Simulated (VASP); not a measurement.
# CsH (Fm-3m) in VASP: relaxation of cell and atoms with HSE06

Aim: the relaxation of cell and atoms of CsH with HSE06.

All numbers are computed with VASP 6.6.1; they aren't measurements. Logs are shortened: lines on timing, memory, paths and dates and some standing lists are left out, and cuts for length are marked.

### Step 1. The cell of the first run

The structure is cubic, space group Fm-3m (No. 225). The conventional cell has a = 6.379 Å, b = 6.379 Å, c = 6.379 Å, α = 90.00°, β = 90.00°, γ = 90.00°. Cs (site symmetry m-3m) has 6 H at 3.19 Å within 4.2 Å. Within 4.2 Å of H (site symmetry m-3m) lie 6 Cs at 3.19 Å.

### Step 2. Relaxation of cell and atoms, HSE06

Contents of POSCAR:

```
CsH
1.0
    0.0000000000      3.1892703944      3.1892703944
    3.1892703944      0.0000000000      3.1892703944
    3.1892703944      3.1892703944      0.0000000000
Cs H
1 1
Direct
    0.0000000000      0.0000000000      0.0000000000
    0.5000000000      0.5000000000      0.5000000000
```

Contents of INCAR.step1:

```
ALGO     = Normal         # electronic algorithm
EDIFF    = 1E-5           # SCF threshold, eV
ENCUT    = 600            # plane-wave cutoff, eV
GGA      = PE             # functional
ISMEAR   = -1             # smearing method
LASPH    = True           # aspherical terms in the spheres
LCHARG   = False          # write CHGCAR
LREAL    = False          # projectors in reciprocal space
LWAVE    = True           # write WAVECAR
NBANDS   = 12             # bands
NELM     = 80             # most SCF steps
PREC     = Accurate       # precision mode
SIGMA    = 0.02           # smearing width, eV
```

Contents of INCAR.step2:

```
ALGO     = Normal         # electronic algorithm
EDIFF    = 1E-6           # SCF threshold, eV
EDIFFG   = -0.005         # ionic threshold
ENCUT    = 600            # plane-wave cutoff, eV
GGA      = PE             # functional
HFSCREEN = 0.2079         # screening, 1/A
IBRION   = 2              # ionic algorithm
ISIF     = 3              # what is computed and relaxed
ISMEAR   = -1             # smearing method
ISTART   = 1            
LASPH    = True           # aspherical terms in the spheres
LCHARG   = False          # write CHGCAR
LHFCALC  = True           # exact exchange
LREAL    = False          # projectors in reciprocal space
LWAVE    = False          # write WAVECAR
NELM     = 80             # most SCF steps
NSW      = 80             # ionic steps
PREC     = Accurate       # precision mode
PRECFOCK = Normal       
SIGMA    = 0.02           # smearing width, eV
```

Contents of KPOINTS:

```
k-points
0
Gamma
  4 4 4
```

Potentials or basis: VASP PAW PBE potentials, release 64 (Cs_sv, H).

Run with:

```
> cat potpaw_PBE.64/Cs_sv/POTCAR potpaw_PBE.64/H/POTCAR > POTCAR
> cp INCAR.step1 INCAR
> mpirun -np 1 vasp_std > vasp.out
> cp INCAR.step2 INCAR
> mpirun -np 1 vasp_std > vasp.out
```

OUTCAR:

```text
EDIFF = 1E-6
   EDIFFG = -0.005
   ENCUT = 600
   GGA = PE
   HFSCREEN = 0.2079
   IBRION = 2
   ISIF = 3
   ISMEAR = -1
   ISTART = 1
   LASPH = True
   LHFCALC = True
   LREAL = False
   NELM = 80
   NSW = 80
   PREC = Accurate
   PRECFOCK = Normal

 ion  position               nearest neighbor table
   1  0.000  0.000  0.000-
   2  0.500  0.500  0.500-

  LATTYP: Found a face centered cubic cell.
 ALAT       =     6.3785407888

  Lattice vectors:

 A1 = (   0.0000000000,   3.1892703944,   3.1892703944)
 A2 = (   3.1892703944,   0.0000000000,   3.1892703944)
 A3 = (   3.1892703944,   3.1892703944,   0.0000000000)

Analysis of symmetry for initial positions (statically):
=====================================================================
 Subroutine PRICEL returns:
 Original cell was already a primitive cell.

 Routine SETGRP: Setting up the symmetry group for a
 face centered cubic supercell.

 Subroutine GETGRP returns: Found 48 space group operations
 (whereof 48 operations were pure point group operations)
 out of a pool of 48 trial point group operations.

The static configuration has the point symmetry O_h .

Analysis of symmetry for dynamics (positions and initial velocities):
=====================================================================
 Subroutine PRICEL returns:
 Original cell was already a primitive cell.

 Routine SETGRP: Setting up the symmetry group for a
 face centered cubic supercell.

 Subroutine GETGRP returns: Found 48 space group operations
 (whereof 48 operations were pure point group operations)
 out of a pool of 48 trial point group operations.

The dynamic configuration has the point symmetry O_h .

 Subroutine INISYM returns: Found 48 space group operations
 (whereof 48 operations are pure point group operations),
 and found     1 'primitive' translations

----------------------------------------------------------------------------------------

                                     Primitive cell

  volume of cell :      64.8790

  direct lattice vectors                    reciprocal lattice vectors
     0.000000000  3.189270394  3.189270394    -0.156775669  0.156775669  0.156775669
[... 61 lines left out ...]
   ISTART =      1    job   : 0-new  1-cont  2-samecut
   ICHARG =      0    charge: 1-file 2-atom 10-const
   ISPIN  =      1    spin polarized calculation?
   LNONCOLLINEAR =      F non collinear calculations
   LSORBIT =      F    spin-orbit coupling
   LASPH  =      T    aspherical Exc in radial PAW
   ENCUT  =  600.0 eV  44.10 Ry    6.64 a.u.   9.01  9.01  9.01*2*pi/ulx,y,z
   NELM   =     80;   NELMIN=  2; NELMDL=  0     # of ELM steps
   EDIFF  = 0.1E-05   stopping-criterion for ELM
   LREAL  =      F    real-space projection
   EDIFFG = -.5E-02   stopping-criterion for IOM
   NSW    =     80    number of steps for IOM
   IBRION =      2    ionic relax: 0-MD 1-quasi-New 2-CG
   NFREE  =      1    steps in history (QN), initial steepest desc. (CG)
   ISIF   =      3    stress and relaxation
   ISYM   =      3    0-nonsym 1-usesym 2-fastsym
   POTIM  = 0.5000    time-step for ionic-motion
   TEBEG  =    0.0;   TEEND  =   0.0 temperature during run
   PSTRESS=    0.0 pullay stress
   NELECT =      10.0000    total number of electrons
   NUPDOWN=      -1.0000    fix difference up-down
   EMIN   =  10.00;   EMAX   =-10.00  energy-range for DOS
   EFERMI =   0.00;   METHOD = LEGACY
   ISMEAR =    -1;   SIGMA  =   0.02  broadening in eV -4-tet -1-fermi 0-gaus
   EFERMI_NEDOS =   21; number of points for ismear=-14 and -15
   IALGO  =     38    algorithm
   IMIX   =      1    mixing-type and parameters
     AMIX     =   0.40;   BMIX     =  1.00
     AMIX_MAG =   1.60;   BMIX_MAG =  1.00
  volume/ion in A,a.u.               =      32.44       218.91
  Fermi-wavevector in a.u.,A,eV,Ry     =   0.877755  1.658717 10.482670  0.770454
  Thomas-Fermi vector in A             =   1.997748
   LORBIT       =      0    0 simple, 1 ext, 2 COOP (PROOUT), +10 PAW based schemes
   GGA     = PE    functional components
   LHFCALC =     T    Hartree Fock is set to
   PRECFOCK=normal    Normal, Fast or Accurate (Low or Medium for compatibility)
   ENCUT4O =  -1.0   cutoff for four orbital integrals eV
   NKREDX  =     1    reduce k-point grid by
   NKREDY  =     1    reduce k-point grid by
   NKREDZ  =     1    reduce k-point grid by
   AEXX    =    0.2500 exact exchange contribution
   HFSCREEN=    0.2079 screening length (either q_TF or 0.3 A-1)
   HFSCREENC=   0.2079 screening length for correlation (either q_TF or 0.3 A-1)
   ENCUTFOCK=  -1.0 apply spherical cutoff to Coloumb kernel
   IVDW    =     0    specifies the selected vdW correction
   LEPSILON=     F    determine dielectric tensor
   LRPA    =     F    only Hartree local field effects (RPA)
 conjugate gradient relaxation of ions
 non-spin polarized calculation
  energy-cutoff  :      600.00
  volume of cell :       64.88
 maximum number of plane-waves:      2200
  NGX = 28; NGY = 28; NGZ = 28

--------------------------------------- Ionic step        1  -------------------------------------------

 number of electron       9.9999999 magnetization

 Free energy of the ion-electron system (eV)
  ---------------------------------------------------
  ext. energy  EPLUGINS =         0.00000000
  ---------------------------------------------------
  free energy    TOTEN  =        -5.20250477 eV

  energy without entropy =       -5.20250477  energy(sigma->0) =       -5.20250477

------------------------ aborting loop because EDIFF is reached ----------------------------------------

  FORCE on cell =-STRESS in cart. coord.  units (eV):
  Direction    XX          YY          ZZ          XY          YZ          ZX
  --------------------------------------------------------------------------------------
  -------------------------------------------------------------------------------------
  Total        0.0567938      0.0567938      0.0567938      0.0000000     -0.0000000     -0.0000000
  in kB        1.4025152      1.4025152      1.4025152      0.0000000     -0.0000000     -0.0000000
  external PRESSURE =       1.4025152 kB  Pullay stress =       0.0000000 kB
[... 61 lines left out ...]
 number of electron       9.9999999 magnetization

 number of electron      10.0000000 magnetization

 Free energy of the ion-electron system (eV)
  ---------------------------------------------------
  ext. energy  EPLUGINS =         0.00000000
  ---------------------------------------------------
  free energy    TOTEN  =        -5.20290301 eV

  energy without entropy =       -5.20290301  energy(sigma->0) =       -5.20290301

 E-fermi :  -0.2027     XC(G=0):  -6.0261

 val. band max:       -0.6394171094   @ k =   0.5000   0.0000   0.0000
 cond. band min:       2.6234671108   @ k =   0.5000   0.0000   0.0000
 fundamental gap:      3.2628842201
 Fermi energy:        -0.2026754637

 k-point     1 :       0.0000    0.0000    0.0000
  band No.  band energies     occupation
      1     -23.5357      2.00000
      2      -8.9869      2.00000
      3      -8.9869      2.00000
      4      -8.9869      2.00000
      5      -2.3751      2.00000
      6       5.7104      0.00000
      7       5.7104      0.00000
      8       5.7104      0.00000
      9       6.2801      0.00000
[... 111 lines left out ...]
  FREE ENERGIE OF THE ION-ELECTRON SYSTEM (eV)
  ---------------------------------------------------
  free  energy   TOTEN  =        -5.2029030072 eV

  energy  without entropy=       -5.2029030072  energy(sigma->0) =       -5.20290301

 reached required accuracy - stopping structural energy minimisation
```

OUTCAR.step1:

```text
EDIFF = 1E-5
   ENCUT = 600
   GGA = PE
   ISMEAR = -1
   LASPH = True
[... 323 lines left out ...]
      0.00000      0.00000      0.00000        -0.000000     -0.000000      0.000000
      3.18927      3.18927      3.18927         0.000000      0.000000      0.000000
 -----------------------------------------------------------------------------------
    total drift:                               -0.000000      0.000000      0.000000

  FREE ENERGIE OF THE ION-ELECTRON SYSTEM (eV)
  ---------------------------------------------------
  free  energy   TOTEN  =        -4.5489312059 eV

  energy  without entropy=       -4.5489312059  energy(sigma->0) =       -4.54893121
```

OSZICAR.step1:

```text
N       E                     dE             d eps       ncg     rms          rms(c)
DAV:   1     0.471905449437E+02    0.47191E+02   -0.41672E+03   192   0.750E+02
DAV:   2    -0.657518133553E+00   -0.47848E+02   -0.44493E+02   244   0.114E+02
DAV:   3    -0.533864421602E+01   -0.46811E+01   -0.46682E+01   232   0.377E+01
DAV:   4    -0.539100973755E+01   -0.52366E-01   -0.52357E-01   244   0.448E+00
DAV:   5    -0.539119054050E+01   -0.18080E-03   -0.18080E-03   236   0.294E-01    0.379E+00
DAV:   6    -0.467011598297E+01    0.72107E+00   -0.50948E-01   208   0.287E+00    0.160E+00
DAV:   7    -0.452644214168E+01    0.14367E+00   -0.64845E-01   204   0.276E+00    0.693E-01
DAV:   8    -0.456097933263E+01   -0.34537E-01   -0.84634E-02   208   0.122E+00    0.514E-01
DAV:   9    -0.454848032496E+01    0.12499E-01   -0.21810E-02   216   0.636E-01    0.395E-02
DAV:  10    -0.454881108748E+01   -0.33076E-03   -0.32024E-03   212   0.228E-01    0.232E-02
DAV:  11    -0.454896750183E+01   -0.15641E-03   -0.31539E-04   204   0.860E-02    0.333E-02
DAV:  12    -0.454892988172E+01    0.37620E-04   -0.11585E-04   208   0.502E-02    0.321E-03
DAV:  13    -0.454893120588E+01   -0.13242E-05   -0.10655E-05   180   0.149E-02
   1 F= -.45489312E+01 E0= -.45489312E+01  d E =-.225084E-10
```

Run time: 16 min. Hardware: 1 thread of AMD EPYC 7R13, shared host; peak memory 0.3 GiB.

What came out:

- Free energy: -5.2029 eV
- Relaxed volume: 32.98 Å³/atom
- Relaxed cell: a = 4.535 Å, b = 4.535 Å, c = 4.535 Å, α = 60.00°, β = 60.00°, γ = 60.00°
- Space group after relaxing (to 0.1 Å): Fm-3m (No. 225)
- Energy gained by relaxing: 0.2 meV/atom
- Ionic steps: 3
- Pressure after relaxing: 0.0 GPa
- Band gap on the k mesh: 3.26 eV

Step by step:
```
step  energy change (eV)  largest force (eV/Å)  pressure (GPa)  volume (Å³)
   1              0.0000                0.0000            0.14        64.88
   2             -0.0002                0.0000            0.12        65.15
   3             -0.0004                0.0000           -0.01        65.95
```

Final structure:
```xyz
2
Lattice="0.0000 3.2067 3.2067 3.2067 0.0000 3.2067 3.2067 3.2067 0.0000" Properties=species:S:1:pos:R:3 pbc="T T T"
Cs    0.0000    0.0000    0.0000
H     3.2067    3.2067    3.2067
```

Levels at points of the mesh, in eV from the valence-band top:
```
           k point  band 1  band 2  band 3  band 4  band 5  band 6  band 7  band 8  band 9
(0.00, 0.00, 0.00)  -22.90   -8.35   -8.35   -8.35   -1.74    6.35    6.35    6.35    6.92
(0.50, 0.00, 0.00)  -22.82   -9.20   -8.44   -8.44    0.00    3.26    5.86    5.86    8.40
(0.50, 0.50, 0.00)  -22.79   -9.04   -8.61   -8.61   -1.17    4.22    6.61    9.20    9.67
```

Caveat: the k points lie up to 0.42 Å⁻¹ apart in the final cell; the structure was generated, so it needn't be the stable form of CsH; the PAW data sets were made with another functional, which shifts forces and pressure a little; spin-orbit coupling is left out, which moves the levels of the heavy elements. A k mesh can miss the band edges.
